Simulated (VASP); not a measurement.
# PtSe2 (P3m1) in VASP: single point with PBE+D3(BJ)+U

Aim: the single point of PtSe2 with PBE+D3(BJ)+U.

Everything below comes from runs of VASP 6.6.1. Logs are shortened: lines on timing, memory, paths and dates and some standing lists are left out, and cuts for length are marked.

### 1 The cell of the first run

The structure is trigonal, space group P3m1 (No. 156). Conventional cell: a = 3.724 Å, b = 3.724 Å, c = 5.062 Å, α = 90.00°, β = 90.00°, γ = 120.00°. Pt (site symmetry 3m) has 6 Se at 2.48 to 2.51 Å within 3.3 Å. Se (site symmetry 3m) has 3 Pt at 2.48 Å and 6 Se at 3.32 Å within 3.4 Å. Within 3.4 Å of Se (site symmetry 3m) lie 3 Pt at 2.51 Å and 6 Se at 3.32 Å.

### 2 Single point, PBE+D3(BJ)+U

INCAR reads:

```
SYSTEM = PtSe2
ALGO = Normal
EDIFF = 1E-6
ENCUT = 500
GGA = PE
GGA_COMPAT = .FALSE.
ISIF = 2
ISMEAR = 0
IVDW = 12
LASPH = .TRUE.
LCHARG = .FALSE.
LDAU = .TRUE.
LDAUJ = 0 0
LDAUL = 2 -1
LDAUPRINT = 1
LDAUTYPE = 2
LDAUU = 5 0
LMAXMIX = 4
LREAL = .FALSE.
LWAVE = .FALSE.
NBANDS = 18
NELM = 200
PREC = Accurate
SIGMA = 0.15
```

KPOINTS reads:

```
k-points
0
G
  12 12 10
  0 0 0
```

POSCAR reads:

```
PtSe2
1.0
    3.7240006046      0.0000000000      0.0000000000
   -1.8620003023      3.2250791273      0.0000000000
    0.0000000000      0.0000000000      5.0620000000
Pt Se
1 2
Direct
    0.0000000000      0.0000000000      0.0023990820
    0.3333333333      0.6666666667      0.2470367444
    0.6666666667      0.3333333333      0.7470367444
```

Potentials or basis: VASP PAW PBE potentials, release 64 (Pt, Se).

The run is started by

```
cat potpaw_PBE.64/Pt/POTCAR potpaw_PBE.64/Se/POTCAR > POTCAR
mpirun -np 1 vasp_std > vasp.out
```

OUTCAR:

```text
SYSTEM = PtSe2
   EDIFF = 1E-6
   ENCUT = 500
   GGA = PE
   ISIF = 2
   ISMEAR = 0
   IVDW = 12
   LASPH = .TRUE.
   LREAL = .FALSE.
   NELM = 200
   PREC = Accurate
 IVDW          = 12

 ion  position               nearest neighbor table
   1  0.000  0.000  0.002-   2 2.48   2 2.48   2 2.48   3 2.51   3 2.51   3 2.51
   2  0.333  0.667  0.247-   1 2.48   1 2.48   1 2.48
   3  0.667  0.333  0.747-   1 2.51   1 2.51   1 2.51

  LATTYP: Found a hexagonal cell.
 ALAT       =     3.7240006046
 C/A-ratio  =     1.3592908642

  Lattice vectors:

 A1 = (   3.7240006046,   0.0000000000,   0.0000000000)
 A2 = (  -1.8620003023,   3.2250791273,   0.0000000000)
 A3 = (   0.0000000000,   0.0000000000,   5.0620000000)

Analysis of symmetry for initial positions (statically):
=====================================================================
 Subroutine PRICEL returns:
 Original cell was already a primitive cell.

 Routine SETGRP: Setting up the symmetry group for a
 hexagonal supercell.

 Subroutine GETGRP returns: Found  6 space group operations
 (whereof  6 operations were pure point group operations)
 out of a pool of 24 trial point group operations.

The static configuration has the point symmetry C_3v.

Analysis of symmetry for dynamics (positions and initial velocities):
=====================================================================
 Subroutine PRICEL returns:
 Original cell was already a primitive cell.

 Routine SETGRP: Setting up the symmetry group for a
 hexagonal supercell.

 Subroutine GETGRP returns: Found  6 space group operations
 (whereof  6 operations were pure point group operations)
 out of a pool of 24 trial point group operations.

The dynamic configuration has the point symmetry C_3v.

 Subroutine INISYM returns: Found  6 space group operations
 (whereof  6 operations are pure point group operations),
 and found     1 'primitive' translations

----------------------------------------------------------------------------------------

                                     Primitive cell

  volume of cell :      60.7956

  direct lattice vectors                    reciprocal lattice vectors
     3.724000605  0.000000000  0.000000000     0.268528420  0.155034956  0.000000000
    -1.862000302  3.225079127  0.000000000     0.000000000  0.310069912  0.000000000
     0.000000000  0.000000000  5.062000000     0.000000000  0.000000000  0.197550375

  length of vectors
     3.724000605  3.724000605  5.062000000     0.310069912  0.310069912  0.197550375

  position of ions in fractional coordinates (direct lattice)
     0.000000000  0.000000000  0.002399082
     0.333333333  0.666666667  0.247036744
     0.666666667  0.333333333  0.747036744

  ion indices of the primitive-cell ions
   primitive index   ion index
                 1           1
                 2           2
                 3           3

----------------------------------------------------------------------------------------

 KPOINTS: k-points

Automatic generation of k-mesh.
 Grid dimensions read from file:
 generate k-points for:   12   12   10

 Generating k-lattice:

  Cartesian coordinates                     Fractional coordinates (reciprocal lattice)
     0.022377368  0.012919580  0.000000000     0.083333333  0.000000000  0.000000000
     0.000000000  0.025839159  0.000000000     0.000000000  0.083333333  0.000000000
     0.000000000  0.000000000  0.019755038     0.000000000  0.000000000  0.100000000

  Length of vectors
     0.025839159  0.025839159  0.019755038

  Shift w.r.t. Gamma in fractional coordinates (k-lattice)
     0.000000000  0.000000000  0.000000000

 Subroutine IBZKPT returns following result:
 ===========================================

 Found    162 irreducible k-points:

 Following reciprocal coordinates:
            Coordinates               Weight
  0.000000  0.000000  0.000000      1.000000
  0.083333  0.000000  0.000000      6.000000
  0.166667 -0.000000  0.000000      6.000000
  0.250000  0.000000  0.000000      6.000000
  0.333333 -0.000000  0.000000      6.000000
  0.416667  0.000000  0.000000      6.000000
[... 16 lines left out ...]
  0.166667 -0.000000  0.100000      6.000000
  0.000000  0.166667  0.100000      6.000000
 [... further k-points ...]
   k-points           NKPTS =    162   k-points in BZ     NKDIM =    162   number of bands    NBANDS=     18
   number of dos      NEDOS =    301   number of ions     NIONS =      3
   total plane-waves  NPLWV =  31360
   dimension x,y,z NGX =    28 NGY =   28 NGZ =   40
   dimension x,y,z NGXF=    56 NGYF=   56 NGZF=   80
   ions per type =               1   2
   NGX,Y,Z   is equivalent  to a cutoff of  12.50, 12.50, 13.14 a.u.
   NGXF,Y,Z  is equivalent  to a cutoff of  25.00, 25.00, 26.27 a.u.
 SYSTEM =  PtSe2
   PREC   = accura    normal or accurate (medium, high low for compatibility)
   ISTART =      0    job   : 0-new  1-cont  2-samecut
   ICHARG =      2    charge: 1-file 2-atom 10-const
   ISPIN  =      1    spin polarized calculation?
   LNONCOLLINEAR =      F non collinear calculations
   LSORBIT =      F    spin-orbit coupling
   LASPH  =      T    aspherical Exc in radial PAW
   ENCUT  =  500.0 eV  36.75 Ry    6.06 a.u.   6.79  6.79  9.23*2*pi/ulx,y,z
   NELM   =    200;   NELMIN=  2; NELMDL= -5     # of ELM steps
   EDIFF  = 0.1E-05   stopping-criterion for ELM
   LREAL  =      F    real-space projection
   EDIFFG = 0.1E-04   stopping-criterion for IOM
   NSW    =      0    number of steps for IOM
   IBRION =     -1    ionic relax: 0-MD 1-quasi-New 2-CG
   NFREE  =      0    steps in history (QN), initial steepest desc. (CG)
   ISIF   =      2    stress and relaxation
   ISYM   =      2    0-nonsym 1-usesym 2-fastsym
   POTIM  = 0.5000    time-step for ionic-motion
   TEBEG  =    0.0;   TEEND  =   0.0 temperature during run
   PSTRESS=    0.0 pullay stress
   NELECT =      22.0000    total number of electrons
   NUPDOWN=      -1.0000    fix difference up-down
   EMIN   =  10.00;   EMAX   =-10.00  energy-range for DOS
   EFERMI =   0.00;   METHOD = LEGACY
   ISMEAR =     0;   SIGMA  =   0.15  broadening in eV -4-tet -1-fermi 0-gaus
   EFERMI_NEDOS =   21; number of points for ismear=-14 and -15
   IALGO  =     38    algorithm
   IMIX   =      4    mixing-type and parameters
     AMIX     =   0.40;   BMIX     =  1.00
     AMIX_MAG =   1.60;   BMIX_MAG =  1.00
  volume/ion in A,a.u.               =      20.27       136.76
  Fermi-wavevector in a.u.,A,eV,Ry     =   1.166608  2.204570 18.517180  1.360974
  Thomas-Fermi vector in A             =   2.303119
   LORBIT       =      0    0 simple, 1 ext, 2 COOP (PROOUT), +10 PAW based schemes
 LDA+U is selected, type is set to LDAUTYPE =  2
   angular momentum for each species LDAUL =     2   -1
   U (eV)           for each species LDAUU =   5.0  0.0
   J (eV)           for each species LDAUJ =   0.0  0.0
   GGA     = PE    functional components
   LHFCALC =     F    Hartree Fock is set to
   AEXX    =    0.0000 exact exchange contribution
   IVDW    =    12    specifies the selected vdW correction
   LEPSILON=     F    determine dielectric tensor
   LRPA    =     F    only Hartree local field effects (RPA)
 non-spin polarized calculation
 Gauss-broadening in eV      SIGMA  =   0.15
  energy-cutoff  :      500.00
  volume of cell :       60.80
 maximum number of plane-waves:      1563
   NGX = 13   NGY = 13   NGZ = 19

atom =   1  type =  1  l = 2

 onsite density matrix

spin component  1

  0.8593 -0.0000  0.0000  0.1029 -0.0000
 -0.0000  0.8016  0.0000  0.0000  0.1029
  0.0000  0.0000  0.9345  0.0000  0.0000
  0.1029  0.0000  0.0000  0.8016 -0.0000
 -0.0000  0.1029  0.0000 -0.0000  0.8593

spin component  2

  0.8593 -0.0000  0.0000  0.1029 -0.0000
 -0.0000  0.8016  0.0000  0.0000  0.1029
  0.0000  0.0000  0.9345  0.0000  0.0000
  0.1029  0.0000  0.0000  0.8016 -0.0000
 -0.0000  0.1029  0.0000 -0.0000  0.8593

 occupancies and eigenvectors

  o =  0.7236  v =  0.6042  0.0000 -0.0000 -0.7968  0.0000  0.0000  0.0000  0.0000  0.0000  0.0000      0.0000  0.0000  0.0000  0.0000  0.0000  0.0000  0.0000  0.0000  0.0000  0.0000
  o =  0.7236  v =  0.0000  0.0000  0.0000  0.0000  0.0000  0.6042  0.0000 -0.0000 -0.7968  0.0000      0.0000  0.0000  0.0000  0.0000  0.0000  0.0000  0.0000  0.0000  0.0000  0.0000
  o =  0.7236  v =  0.0000 -0.7968 -0.0000  0.0000  0.6042  0.0000  0.0000  0.0000  0.0000  0.0000      0.0000  0.0000  0.0000  0.0000  0.0000  0.0000  0.0000  0.0000  0.0000  0.0000
  o =  0.7236  v =  0.0000  0.0000  0.0000  0.0000  0.0000  0.0000 -0.7968 -0.0000  0.0000  0.6042      0.0000  0.0000  0.0000  0.0000  0.0000  0.0000  0.0000  0.0000  0.0000  0.0000
  o =  0.9345  v =  0.0000  0.0000  0.0000  0.0000  0.0000  0.0000  0.0000 -1.0000  0.0000  0.0000      0.0000  0.0000  0.0000  0.0000  0.0000  0.0000  0.0000  0.0000  0.0000  0.0000
  o =  0.9345  v =  0.0000  0.0000 -1.0000  0.0000  0.0000  0.0000  0.0000  0.0000  0.0000  0.0000      0.0000  0.0000  0.0000  0.0000  0.0000  0.0000  0.0000  0.0000  0.0000  0.0000
  o =  0.9373  v = -0.7968  0.0000 -0.0000 -0.6042  0.0000  0.0000  0.0000  0.0000  0.0000  0.0000      0.0000  0.0000  0.0000  0.0000  0.0000  0.0000  0.0000  0.0000  0.0000  0.0000
  o =  0.9373  v =  0.0000  0.0000  0.0000  0.0000  0.0000 -0.7968  0.0000 -0.0000 -0.6042  0.0000      0.0000  0.0000  0.0000  0.0000  0.0000  0.0000  0.0000  0.0000  0.0000  0.0000
  o =  0.9373  v =  0.0000  0.6042  0.0000  0.0000  0.7968  0.0000  0.0000  0.0000  0.0000  0.0000      0.0000  0.0000  0.0000  0.0000  0.0000  0.0000  0.0000  0.0000  0.0000  0.0000
  o =  0.9373  v =  0.0000  0.0000  0.0000  0.0000  0.0000  0.0000  0.6042  0.0000  0.0000  0.7968      0.0000  0.0000  0.0000  0.0000  0.0000  0.0000  0.0000  0.0000  0.0000  0.0000

 number of electron      21.9999999 magnetization

 Free energy of the ion-electron system (eV)
  ---------------------------------------------------
  ext. energy  EPLUGINS =         0.00000000
  ---------------------------------------------------
  free energy    TOTEN  =       -10.89830300 eV

  energy without entropy =      -10.88954382  energy(sigma->0) =      -10.89392341

 E-fermi :   6.2887     XC(G=0): -10.6063

 val. band max:        6.2773723219   @ k =   0.0000   0.0833   0.2000
 cond. band min:       6.2895557229   @ k =  -0.0833   0.3333   0.3000
 fundamental gap:      0.0121834009
 Fermi energy:         6.2886935142

 k-point     1 :       0.0000    0.0000    0.0000
  band No.  band energies     occupation
      1      -9.2332      2.00000
      2      -6.4520      2.00000
      3      -1.2531      2.00000
      4      -0.5568      2.00000
      5      -0.5568      2.00000
      6       1.1985      2.00000
[... 10 lines left out ...]
     17      13.8818      0.00000
     18      18.0401      0.00000

 k-point     2 :       0.0833    0.0000    0.0000
  band No.  band energies     occupation
      1      -9.1557      2.00000
      2      -6.4966      2.00000
      3      -1.1645      2.00000
      4      -0.5062      2.00000
      5      -0.4915      2.00000
      6       1.1542      2.00000
[... 10 lines left out ...]
     17      14.1384      0.00000
     18      17.0011      0.00000

 k-point     3 :       0.1667   -0.0000    0.0000
  band No.  band energies     occupation
      1      -8.9317      2.00000
      2      -6.6173      2.00000
      3      -0.9179      2.00000
      4      -0.3718      2.00000
      5      -0.3069      2.00000
      6       1.0483      2.00000
[... 10 lines left out ...]
     17      14.7607      0.00000
     18      15.5223      0.00000

 k-point     4 :       0.2500    0.0000    0.0000
  band No.  band energies     occupation
      1      -8.5883      2.00000
      2      -6.7845      2.00000
      3      -0.6248      2.00000
      4      -0.1810      2.00000
      5      -0.0506      2.00000
      6       0.8713      2.00000
[... 375 lines left out ...]
      4      -0.4945      2.00000
      5      -0.4749      2.00000
      6       1.1507      2.00000
[... 10 lines left out ...]
     17      14.2923      0.00000
     18      16.4683      0.00000

 k-point    23 :       0.1667   -0.0000    0.1000
  band No.  band energies     occupation
      1      -8.8927      2.00000
      2      -6.7004      2.00000
      3      -0.8277      2.00000
      4      -0.3854      2.00000
      5      -0.2863      2.00000
      6       1.0354      2.00000
[... 10 lines left out ...]
     17      14.3670      0.00000
     18      15.2016      0.00000

 k-point    24 :       0.0000    0.1667    0.1000
  band No.  band energies     occupation
      1      -8.8995      2.00000
      2      -6.6787      2.00000
      3      -0.9525      2.00000
      4      -0.3202      2.00000
      5      -0.2603      2.00000
      6       1.0190      2.00000
[... 10 lines left out ...]
     17      15.1358      0.00000
     18      15.1521      0.00000

 [... further k-points ...]

------------------------ aborting loop because EDIFF is reached ----------------------------------------

 Edisp (eV)   -1.43094

 E8    (eV) :    -0.6140

  FORCE on cell =-STRESS in cart. coord.  units (eV):
  Direction    XX          YY          ZZ          XY          YZ          ZX
  --------------------------------------------------------------------------------------
  -------------------------------------------------------------------------------------
  Total       0.15311     0.15311    -0.06898     0.00000    -0.00000     0.00000
  in kB       4.03505     4.03505    -1.81778     0.00000    -0.00000     0.00000
  external pressure =        2.08 kB  Pullay stress =        0.00 kB

 VOLUME and BASIS-vectors are now :
 -----------------------------------------------------------------------------
  energy-cutoff  :      500.00
  volume of cell :       60.80
      direct lattice vectors                 reciprocal lattice vectors
     3.724000605  0.000000000  0.000000000     0.268528420  0.155034956  0.000000000
    -1.862000302  3.225079127  0.000000000     0.000000000  0.310069912  0.000000000
     0.000000000  0.000000000  5.062000000     0.000000000  0.000000000  0.197550375

 POSITION                                       TOTAL-FORCE (eV/Angst)
 -----------------------------------------------------------------------------------
      0.00000      0.00000      0.01214        -0.000000      0.000000     -0.431831
     -0.00000      2.15005      1.25050         0.000000     -0.000000      0.571891
      1.86200      1.07503      3.78150         0.000000     -0.000000     -0.140059
 -----------------------------------------------------------------------------------
    total drift:                               -0.000000     -0.000000     -0.000111

  FREE ENERGIE OF THE ION-ELECTRON SYSTEM (eV)
  ---------------------------------------------------
  free  energy   TOTEN  =       -12.3292475817 eV

  energy  without entropy=      -12.3204884040  energy(sigma->0) =      -12.32486799
```

Run time: 3.4 min. Hardware: 1 thread of Oxide Virtual Turin-like, shared host; peak memory 0.28 GiB.

Results:

```
Free energy                : -12.3292 eV
Pressure                   : 0.2 GPa
Largest force              : 0.572 eV/Å
Band gap on the k mesh     : zero (bands 11 and 12 overlap by 0.64 eV)
Dispersion energy per atom : -0.477 eV
```

Forces in eV/Å, atoms in the order of the input:
```
Pt   0.000  0.000 -0.432
Se   0.000  0.000  0.572
Se   0.000  0.000 -0.140
```

Levels at points of the mesh, in eV from the Fermi level:
| k point | band 9 | band 10 | band 11 | band 12 | band 13 | band 14 |
| --- | --- | --- | --- | --- | --- | --- |
| (0.00, 0.00, 0.00) | -0.87 | -0.87 | 0.55 | 1.41 | 1.41 | 3.86 |
| (0.50, 0.00, 0.00) | -3.56 | -3.33 | -3.27 | 0.60 | 2.33 | 4.78 |
| (0.00, 0.00, 0.50) | -1.92 | -1.32 | -1.32 | 2.26 | 2.26 | 5.12 |
| (0.50, 0.00, 0.50) | -3.95 | -2.61 | -1.20 | 0.94 | 1.48 | 4.75 |

Eigenvalues of the final occupation matrices:
```csv
site,spin,trace,eigenvalues
site 1 d,1,4.26,0.72 0.72 0.93 0.94 0.94
site 1 d,2,4.26,0.72 0.72 0.93 0.94 0.94
```

Caveat: spin-orbit coupling is left out, which moves the levels of the heavy elements; U without spin polarisation on a metal has little footing.
